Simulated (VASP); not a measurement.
# Ir (Fm-3m) in VASP: further runs, part 2 of 2

VASP 6.6.1. Earlier steps stand in the parts before.

## Step 5: Single point, r2SCAN

This run uses another cell than the first one, of 14.50 Å³/atom, 0.996 times its volume.

POSCAR reads:

```
Ir
1.0
    0.0000000000      1.9353304886      1.9353304886
    1.9353304886      0.0000000000      1.9353304886
    1.9353304886      1.9353304886      0.0000000000
Ir
1
Direct
    0.0000000000      0.0000000000      0.0000000000
```

INCAR.step1 reads:

```
ALGO     = Normal         # electronic algorithm
EDIFF    = 1E-4           # SCF threshold, eV
ENCUT    = 520            # plane-wave cutoff, eV
GGA      = PE             # functional
ISMEAR   = 0              # smearing method
LASPH    = T              # aspherical terms in the spheres
LCHARG   = F              # write CHGCAR
LREAL    = F              # projectors in reciprocal space
LWAVE    = T              # write WAVECAR
NBANDS   = 10             # bands
NELM     = 80             # most SCF steps
PREC     = Accurate       # precision mode
SIGMA    = 0.1            # smearing width, eV
```

INCAR.step2 reads:

```
ALGO     = Normal         # electronic algorithm
EDIFF    = 1E-6           # SCF threshold, eV
ENCUT    = 520            # plane-wave cutoff, eV
ISIF     = 2              # what is computed and relaxed
ISMEAR   = 0              # smearing method
ISTART   = 1            
LASPH    = T              # aspherical terms in the spheres
LCHARG   = F              # write CHGCAR
LMIXTAU  = T            
LREAL    = F              # projectors in reciprocal space
LWAVE    = F              # write WAVECAR
METAGGA  = R2SCAN         # meta-GGA
NBANDS   = 10             # bands
NELM     = 80             # most SCF steps
PREC     = Accurate       # precision mode
SIGMA    = 0.1            # smearing width, eV
```

KPOINTS reads:

```
k-points
0
Gamma
  18 18 18
```

Potentials or basis: VASP PAW PBE potentials, release 64 (Ir).

Command:

```bash
$ cat potpaw_PBE.64/Ir/POTCAR > POTCAR
$ cp INCAR.step1 INCAR
$ mpirun -np 1 vasp_std > vasp.out
$ cp INCAR.step2 INCAR
$ mpirun -np 1 vasp_std > vasp.out
```

OUTCAR:

```text
EDIFF = 1E-6
   ENCUT = 520
   ISIF = 2
   ISMEAR = 0
   ISTART = 1
   LASPH = T
   LREAL = F
   METAGGA = R2SCAN
   NELM = 80
   PREC = Accurate

 ion  position               nearest neighbor table
   1  0.000  0.000  0.000-

  LATTYP: Found a face centered cubic cell.
 ALAT       =     3.8706609772

  Lattice vectors:

 A1 = (   0.0000000000,   1.9353304886,   1.9353304886)
 A2 = (   1.9353304886,   0.0000000000,   1.9353304886)
 A3 = (   1.9353304886,   1.9353304886,   0.0000000000)

[... 481 lines left out ...]
      2       5.2274      2.00000
      3       6.3419      2.00000
      4       6.4352      2.00000
      5       8.2559      2.00000
      6       9.1118      2.00000
      7      24.6429      0.00000
      8      27.3994      0.00000
      9      32.5881      0.00000
     10      33.9914      0.00000

 [... further k-points ...]
[... 5 lines left out ...]
  --------------------------------------------------------------------------------------
  -------------------------------------------------------------------------------------
  Total       -0.4664953     -0.4664953     -0.4664953      0.0000000      0.0000000      0.0000000
  in kB      -51.5540082    -51.5540082    -51.5540082      0.0000000      0.0000000      0.0000000
  external PRESSURE =     -51.5540082 kB  Pullay stress =       0.0000000 kB

 VOLUME and BASIS-vectors are now :
 -----------------------------------------------------------------------------
  energy-cutoff  :      520.00
  volume of cell :       14.50
      direct lattice vectors                 reciprocal lattice vectors
     0.000000000  1.935330489  1.935330489    -0.258353807  0.258353807  0.258353807
     1.935330489  0.000000000  1.935330489     0.258353807 -0.258353807  0.258353807
     1.935330489  1.935330489  0.000000000     0.258353807  0.258353807 -0.258353807

 POSITION                                       TOTAL-FORCE (eV/Angst)
 -----------------------------------------------------------------------------------
      0.00000      0.00000      0.00000         0.000000      0.000000      0.000000
 -----------------------------------------------------------------------------------
    total drift:                                0.000000      0.000000     -0.000000

  FREE ENERGIE OF THE ION-ELECTRON SYSTEM (eV)
  ---------------------------------------------------
  free  energy   TOTEN  =       -52.3671616000 eV

  energy  without entropy=      -52.3619588384  energy(sigma->0) =      -52.36456022
```

OUTCAR.step1:

```text
EDIFF = 1E-4
   ENCUT = 520
   GGA = PE
   ISMEAR = 0
   LASPH = T
[... 527 lines left out ...]

 POSITION                                       TOTAL-FORCE (eV/Angst)
 -----------------------------------------------------------------------------------
      0.00000      0.00000      0.00000        -0.000000      0.000000     -0.000000
 -----------------------------------------------------------------------------------
    total drift:                                0.000000      0.000000      0.000000

  FREE ENERGIE OF THE ION-ELECTRON SYSTEM (eV)
  ---------------------------------------------------
  free  energy   TOTEN  =        -8.8537613637 eV

  energy  without entropy=       -8.8483994467  energy(sigma->0) =       -8.85108041
```

Run time: 64 s. Hardware: 1 thread of Intel Xeon 6975P-C, shared host; peak memory 0.15 GiB.

What came out:

```
Free energy : -52.3672 eV
Pressure    : -5.2 GPa
```

Caveat: the PAW data sets were made with another functional, which shifts forces and pressure a little; spin-orbit coupling is left out, which moves the levels of the heavy elements.

## Step 6: Overview

| task | level | potentials or basis | cell | k mesh | cutoff (eV) | gap on the mesh (eV) | pressure (GPa) | relaxed volume (Å³/atom) |
| --- | --- | --- | --- | --- | --- | --- | --- | --- |
| relaxation of cell and atoms | PBE | VASP PAW PBE potentials, release 64 (Ir) | relaxed from a = 2.741 Å, angles 60.0°, 1 atom | 18 × 18 × 18 | 600 | none | 0.0 | 14.52 |
| relaxation of cell and atoms | PBE | VASP PAW PBE potentials, release 64 (Ir) | relaxed from a = 2.709 Å, angles 60.0°, 1 atom | 8 × 8 × 8 | 600 | none | -0.1 | 14.58 |
| single point | LDA | VASP PAW LDA potentials, release 64 (Ir) | a = 2.737 Å, angles 60.0°, 1 atom | 18 × 18 × 18 | 520 | none | -14.9 | - |
| single point | r2SCAN | VASP PAW PBE potentials, release 64 (Ir) | a = 2.737 Å, angles 60.0°, 1 atom | 18 × 18 × 18 | 520 | none | -5.2 | - |

Alike in all rows: no spin polarisation; smearing gaussian 0.1 eV.

Caveats: spin-orbit coupling is left out, which moves the levels of the heavy elements; the PAW data sets were made with another functional, which shifts forces and pressure a little (some runs).

Total energies depend on the potentials used, so only differences within one code and one set of settings carry meaning.
